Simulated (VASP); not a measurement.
# Sb (Pm-3m) in VASP: further runs

The runs below take Sb through single point, with PBEsol.

Program: VASP 6.6.1. These are calculated values, not measurements. Logs are shortened: lines on timing, memory, paths and dates and some standing lists are left out, and cuts for length are marked.

### 1 The cell of the first run

Symmetry: Pm-3m, No. 221, cubic system. Conventional cell: a = 2.999 Å, b = 2.999 Å, c = 2.999 Å, α = 90.00°, β = 90.00°, γ = 90.00°. Within 3.9 Å of Sb (site symmetry m-3m) lie 6 Sb at 3.00 Å.

### 2 Single point, PBEsol

File INCAR:

```
SYSTEM = Sb
ALGO = Normal
EDIFF = 1E-6
ENCUT = 520
GGA = PS
ISIF = 2
ISMEAR = -1
LASPH = .True.
LCHARG = .False.
LREAL = .False.
LWAVE = .False.
NBANDS = 8
NELM = 100
PREC = Accurate
SIGMA = 0.05
```

File KPOINTS:

```
k-points
0
Gamma
  8 8 8
  0 0 0
```

File POSCAR:

```
Sb
1.0
    2.9994576242      0.0000000000      0.0000000000
    0.0000000000      2.9994576242      0.0000000000
    0.0000000000      0.0000000000      2.9994576242
Sb
1
Direct
    0.0000000000      0.0000000000      0.0000000000
```

Potentials or basis: VASP PAW PBE potentials, release 64 (Sb).

Command:

```console
cat potpaw_PBE.64/Sb/POTCAR > POTCAR
mpirun -np 1 vasp_std > vasp.out
```

OUTCAR:

```text
SYSTEM = Sb
   EDIFF = 1E-6
   ENCUT = 520
   GGA = PS
   ISIF = 2
   ISMEAR = -1
   LASPH = .True.
   LREAL = .False.
   NELM = 100
   PREC = Accurate

 ion  position               nearest neighbor table
   1  0.000  0.000  0.000-

  LATTYP: Found a simple cubic cell.
 ALAT       =     2.9994576242

  Lattice vectors:

 A1 = (   2.9994576242,   0.0000000000,   0.0000000000)
 A2 = (   0.0000000000,   2.9994576242,   0.0000000000)
 A3 = (   0.0000000000,   0.0000000000,   2.9994576242)

Analysis of symmetry for initial positions (statically):
=====================================================================
 Subroutine PRICEL returns:
 Original cell was already a primitive cell.

 Routine SETGRP: Setting up the symmetry group for a
 simple cubic supercell.

 Subroutine GETGRP returns: Found 48 space group operations
 (whereof 48 operations were pure point group operations)
 out of a pool of 48 trial point group operations.

The static configuration has the point symmetry O_h .

Analysis of symmetry for dynamics (positions and initial velocities):
=====================================================================
 Subroutine PRICEL returns:
 Original cell was already a primitive cell.

 Routine SETGRP: Setting up the symmetry group for a
 simple cubic supercell.

 Subroutine GETGRP returns: Found 48 space group operations
 (whereof 48 operations were pure point group operations)
 out of a pool of 48 trial point group operations.

The dynamic configuration has the point symmetry O_h .

 Subroutine INISYM returns: Found 48 space group operations
 (whereof 48 operations are pure point group operations),
 and found     1 'primitive' translations

----------------------------------------------------------------------------------------

                                     Primitive cell

  volume of cell :      26.9854

  direct lattice vectors                    reciprocal lattice vectors
     2.999457624  0.000000000  0.000000000     0.333393608  0.000000000  0.000000000
     0.000000000  2.999457624  0.000000000     0.000000000  0.333393608  0.000000000
     0.000000000  0.000000000  2.999457624     0.000000000  0.000000000  0.333393608

  length of vectors
     2.999457624  2.999457624  2.999457624     0.333393608  0.333393608  0.333393608

  position of ions in fractional coordinates (direct lattice)
     0.000000000  0.000000000  0.000000000

  ion indices of the primitive-cell ions
   primitive index   ion index
                 1           1

----------------------------------------------------------------------------------------

 KPOINTS: k-points

Automatic generation of k-mesh.
 Grid dimensions read from file:
 generate k-points for:    8    8    8

 Generating k-lattice:

  Cartesian coordinates                     Fractional coordinates (reciprocal lattice)
     0.041674201  0.000000000  0.000000000     0.125000000  0.000000000  0.000000000
     0.000000000  0.041674201  0.000000000     0.000000000  0.125000000  0.000000000
     0.000000000  0.000000000  0.041674201     0.000000000  0.000000000  0.125000000

  Length of vectors
     0.041674201  0.041674201  0.041674201

  Shift w.r.t. Gamma in fractional coordinates (k-lattice)
     0.000000000  0.000000000  0.000000000

 Subroutine IBZKPT returns following result:
 ===========================================

 Found     35 irreducible k-points:

 Following reciprocal coordinates:
            Coordinates               Weight
  0.000000  0.000000  0.000000      1.000000
  0.125000  0.000000  0.000000      6.000000
  0.250000  0.000000  0.000000      6.000000
  0.375000  0.000000  0.000000      6.000000
  0.500000  0.000000  0.000000      3.000000
  0.125000  0.125000  0.000000     12.000000
[... 16 lines left out ...]
  0.375000  0.375000  0.125000     24.000000
  0.500000  0.375000  0.125000     24.000000
 [... further k-points ...]
   k-points           NKPTS =     35   k-points in BZ     NKDIM =     35   number of bands    NBANDS=      8
   number of dos      NEDOS =    301   number of ions     NIONS =      1
   total plane-waves  NPLWV =  13824
   dimension x,y,z NGX =    24 NGY =   24 NGZ =   24
   dimension x,y,z NGXF=    48 NGYF=   48 NGZF=   48
   ions per type =               1
   NGX,Y,Z   is equivalent  to a cutoff of  13.30, 13.30, 13.30 a.u.
   NGXF,Y,Z  is equivalent  to a cutoff of  26.60, 26.60, 26.60 a.u.
 SYSTEM =  Sb
   PREC   = accura    normal or accurate (medium, high low for compatibility)
   ISTART =      0    job   : 0-new  1-cont  2-samecut
   ICHARG =      2    charge: 1-file 2-atom 10-const
   ISPIN  =      1    spin polarized calculation?
   LNONCOLLINEAR =      F non collinear calculations
   LSORBIT =      F    spin-orbit coupling
   LASPH  =      T    aspherical Exc in radial PAW
   ENCUT  =  520.0 eV  38.22 Ry    6.18 a.u.   5.58  5.58  5.58*2*pi/ulx,y,z
   NELM   =    100;   NELMIN=  2; NELMDL= -5     # of ELM steps
   EDIFF  = 0.1E-05   stopping-criterion for ELM
   LREAL  =      F    real-space projection
   EDIFFG = 0.1E-04   stopping-criterion for IOM
   NSW    =      0    number of steps for IOM
   IBRION =     -1    ionic relax: 0-MD 1-quasi-New 2-CG
   NFREE  =      0    steps in history (QN), initial steepest desc. (CG)
   ISIF   =      2    stress and relaxation
   ISYM   =      2    0-nonsym 1-usesym 2-fastsym
   POTIM  = 0.5000    time-step for ionic-motion
   TEBEG  =    0.0;   TEEND  =   0.0 temperature during run
   PSTRESS=    0.0 pullay stress
   NELECT =       5.0000    total number of electrons
   NUPDOWN=      -1.0000    fix difference up-down
   EMIN   =  10.00;   EMAX   =-10.00  energy-range for DOS
   EFERMI =   0.00;   METHOD = LEGACY
   ISMEAR =    -1;   SIGMA  =   0.05  broadening in eV -4-tet -1-fermi 0-gaus
   EFERMI_NEDOS =   21; number of points for ismear=-14 and -15
   IALGO  =     38    algorithm
   IMIX   =      4    mixing-type and parameters
     AMIX     =   0.40;   BMIX     =  1.00
     AMIX_MAG =   1.60;   BMIX_MAG =  1.00
  volume/ion in A,a.u.               =      26.99       182.11
  Fermi-wavevector in a.u.,A,eV,Ry     =   0.933302  1.763685 11.851385  0.871052
  Thomas-Fermi vector in A             =   2.059989
   LORBIT       =      0    0 simple, 1 ext, 2 COOP (PROOUT), +10 PAW based schemes
   GGA     = PS    functional components
   LHFCALC =     F    Hartree Fock is set to
   AEXX    =    0.0000 exact exchange contribution
   IVDW    =     0    specifies the selected vdW correction
   LEPSILON=     F    determine dielectric tensor
   LRPA    =     F    only Hartree local field effects (RPA)
 non-spin polarized calculation
  energy-cutoff  :      520.00
  volume of cell :       26.99
 maximum number of plane-waves:       743
 NGX is ok and might be reduce to    24
   NGX = 11   NGY = 11   NGZ = 11

 number of electron       5.0000001 magnetization

 Free energy of the ion-electron system (eV)
  ---------------------------------------------------
  ext. energy  EPLUGINS =         0.00000000
  ---------------------------------------------------
  free energy    TOTEN  =        -4.48865105 eV

  energy without entropy =       -4.48017681  energy(sigma->0) =       -4.48441393

 E-fermi :   8.2571     XC(G=0): -10.1840

 val. band max:        8.2478313581   @ k =   0.5000   0.5000   0.3750
 cond. band min:       8.4918044813   @ k =   0.3750   0.2500   0.2500
 fundamental gap:      0.2439731233
 Fermi energy:         8.2571146626

 k-point     1 :       0.0000    0.0000    0.0000
  band No.  band energies     occupation
      1      -4.9154      2.00000
      2      11.8194      0.00000
      3      11.8194      0.00000
      4      11.8194      0.00000
      5      15.3653      0.00000
      6      15.3653      0.00000
      7      17.0694      0.00000
      8      26.6078      0.00000

 k-point     2 :       0.1250    0.0000    0.0000
  band No.  band energies     occupation
      1      -4.6648      2.00000
      2       9.3585      0.00000
      3      12.0725      0.00000
      4      12.0725      0.00000
      5      15.5534      0.00000
      6      16.4651      0.00000
      7      18.9104      0.00000
      8      25.0004      0.00000

 k-point     3 :       0.2500    0.0000    0.0000
  band No.  band energies     occupation
      1      -3.9327      2.00000
      2       6.0422      2.00000
      3      12.7731      0.00000
      4      12.7731      0.00000
      5      16.1107      0.00000
      6      17.1903      0.00000
      7      22.6857      0.00000
      8      22.7911      0.00000

 k-point     4 :       0.3750    0.0000    0.0000
  band No.  band energies     occupation
      1      -2.8440      2.00000
      2       3.2906      2.00000
      3      13.6847      0.00000
      4      13.6847      0.00000
      5      16.9828      0.00000
      6      18.1856      0.00000
      7      20.9065      0.00000
      8      20.9066      0.00000

 k-point     5 :       0.5000    0.0000    0.0000
  band No.  band energies     occupation
      1      -2.1028      2.00000
      2       1.9817      2.00000
      3      14.1826      0.00000
      4      14.1826      0.00000
      5      17.6693      0.00000
      6      19.0856      0.00000
      7      19.8043      0.00000
      8      20.0756      0.00000
[... 177 lines left out ...]
 k-point    22 :       0.5000    0.2500    0.1250
  band No.  band energies     occupation
      1      -0.8425      2.00000
      2       3.1276      2.00000
      3       8.8048      0.00004
      4      12.9630      0.00000
      5      13.5245      0.00000
      6      17.2352      0.00000
      7      21.4529      0.00000
      8      22.4985      0.00000

 k-point    23 :       0.3750    0.3750    0.1250
  band No.  band energies     occupation
      1      -0.4772      2.00000
      2       5.1486      2.00000
      3       5.6742      2.00000
      4      12.2214      0.00000
      5      13.3768      0.00000
      6      19.0471      0.00000
      7      19.2684      0.00000
      8      22.4088      0.00000

 k-point    24 :       0.5000    0.3750    0.1250
  band No.  band energies     occupation
      1       0.3180      2.00000
      2       4.0246      2.00000
      3       5.9760      2.00000
      4      11.2425      0.00000
      5      13.9536      0.00000
      6      18.1689      0.00000
      7      19.7909      0.00000
      8      22.9368      0.00000

 [... further k-points ...]
[... 5 lines left out ...]
  --------------------------------------------------------------------------------------
  -------------------------------------------------------------------------------------
  Total        0.8760010      0.8760010      0.8760010     -0.0000000     -0.0000000     -0.0000000
  in kB       52.0100175     52.0100175     52.0100175     -0.0000000     -0.0000000     -0.0000000
  external PRESSURE =      52.0100175 kB  Pullay stress =       0.0000000 kB

 VOLUME and BASIS-vectors are now :
 -----------------------------------------------------------------------------
  energy-cutoff  :      520.00
  volume of cell :       26.99
      direct lattice vectors                 reciprocal lattice vectors
     2.999457624  0.000000000  0.000000000     0.333393608  0.000000000  0.000000000
     0.000000000  2.999457624  0.000000000     0.000000000  0.333393608  0.000000000
     0.000000000  0.000000000  2.999457624     0.000000000  0.000000000  0.333393608

 POSITION                                       TOTAL-FORCE (eV/Angst)
 -----------------------------------------------------------------------------------
      0.00000      0.00000      0.00000         0.000000      0.000000      0.000000
 -----------------------------------------------------------------------------------
    total drift:                               -0.000000      0.000000      0.000000

  FREE ENERGIE OF THE ION-ELECTRON SYSTEM (eV)
  ---------------------------------------------------
  free  energy   TOTEN  =        -4.4886510525 eV

  energy  without entropy=       -4.4801768053  energy(sigma->0) =       -4.48441393
```

It took 12 s on 1 thread of AMD EPYC 7R13, shared host; peak memory 0.1 GiB.

What came out:

- Free energy: -4.4887 eV
- Pressure: 5.2 GPa

Caveat: the PAW data sets were made with another functional, which shifts forces and pressure a little; spin-orbit coupling is left out, which moves the levels of the heavy elements.

### 3 Single point, PBEsol

This run uses another cell than the first one, of 28.90 Å³/atom, 1.071 times its volume.

File INCAR:

```
SYSTEM = Sb
  ALGO = Normal
  EDIFF = 1E-6
  ENCUT = 520
  GGA = PS
  ISIF = 2
  ISMEAR = -1
  LASPH = .TRUE.
  LCHARG = .FALSE.
  LREAL = .FALSE.
  LWAVE = .FALSE.
  NBANDS = 8
  NELM = 80
  PREC = Accurate
  SIGMA = 0.05
```

File KPOINTS:

```
k-points
0
G
  8 8 8
  0 0 0
```

File POSCAR:

```
Sb
1.0
    3.0688017397      0.0000000000      0.0000000000
    0.0000000000      3.0688017397      0.0000000000
    0.0000000000      0.0000000000      3.0688017397
Sb
1
Direct
    0.0000000000      0.0000000000      0.0000000000
```

Potentials or basis: VASP PAW PBE potentials, release 64 (Sb).

Command:

```console
cat potpaw_PBE.64/Sb/POTCAR > POTCAR
mpirun -np 1 vasp_std > vasp.out
```

Run time: 13 s. Hardware: 1 thread of AMD EPYC 7R13, shared host; peak memory 0.11 GiB.

Results (log left out):

* Free energy: -4.5188 eV
* Pressure: 0.1 GPa

Levels at points of the mesh, in eV from the Fermi level:
| k point | band 1 | band 2 | band 3 | band 4 | band 5 | band 6 | band 7 | band 8 |
| --- | --- | --- | --- | --- | --- | --- | --- | --- |
| (0.00, 0.00, 0.00) | -12.59 | 3.40 | 3.40 | 3.40 | 7.04 | 7.04 | 8.39 | 17.98 |
| (0.50, 0.00, 0.00) | -10.04 | -5.76 | 5.52 | 5.52 | 9.22 | 10.66 | 11.56 | 11.62 |
| (0.50, 0.50, 0.00) | -7.34 | -3.62 | -3.62 | 2.06 | 7.69 | 13.22 | 13.40 | 13.40 |
| (0.50, 0.50, 0.50) | -4.30 | -1.61 | -1.61 | -1.61 | 4.83 | 4.83 | 4.83 | 6.81 |

Caveat: the PAW data sets were made with another functional, which shifts forces and pressure a little; spin-orbit coupling is left out, which moves the levels of the heavy elements.
